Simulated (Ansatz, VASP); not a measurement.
## BN in VASP and in Ansatz

```
CELL_PARAMETERS angstrom
0.00000 3.49532 2.16609
1.25163 0.00000 2.16609
1.25163 3.49532 0.00000
ATOMIC_POSITIONS crystal
B 0.00005 0.00005 0.99995
N 0.66665 0.66665 0.33335
```

Alike in both runs: task single point; functional PBE; k mesh 1 × 1 × 1; occupations gaussian, width 0.02 eV; no spin polarisation.

|  | VASP | Ansatz |
| --- | --- | --- |
| version | VASP 6.6.1 | Ansatz 0.2.0 |
| potentials or method | VASP PAW PBE potentials, release 64 (B, N), cutoff 520 eV | scalar-relativistic, plane waves, PAW |
| valence electrons in the cell | 8 | 8 |

|  | VASP | Ansatz | Ansatz less VASP |
| --- | --- | --- | --- |
| gap on the k mesh at the Fermi level (eV) | 4.98 | 4.98 | +0.004 |
| least direct gap on the mesh (eV) | 4.98 | 4.98 | +0.004 |

The functional is the same, so the differences come from potentials, cutoffs and numerics.

The k mesh is coarse, so the values compare programs but aren't converged.
